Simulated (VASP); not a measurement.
Input of a VASP 6.6.1 run:

File INCAR:

```
ALGO = Normal ; EDIFF = 1E-6
ENCUT = 520 ; GGA = PE
ISIF = 2 ; ISMEAR = 0
LASPH = True ; LCHARG = True
LELF = True ; LREAL = False
LVHAR = True ; LWAVE = False
NBANDS = 11 ; NELM = 100
PREC = Accurate ; SIGMA = 0.1
```

KPOINTS

```
k-points
0
Gamma
  7 7 7
```

POSCAR

```
Ba
1.0
    3.9996500000      0.0000000000      0.0000000000
    0.0000000000      3.9996500000      0.0000000000
    0.0000000000      0.0000000000      3.6055390000
Ba
1
Direct
    0.5000000000      0.5000000000      0.5000000000
```

Potentials or basis: VASP PAW PBE potentials, release 64 (Ba_sv).

Launch:

```sh
$ cat potpaw_PBE.64/Ba_sv/POTCAR > POTCAR
$ mpirun -np 1 vasp_std > vasp.out
```

(1) Predict the pressure.

(2) What does it give for the band gap on the k mesh?

Answers

(1) 0.8 GPa.

(2) zero (bands 5 and 6 overlap by 0.09 eV).

Caveat: spin-orbit coupling is left out, which moves the levels of the heavy elements.
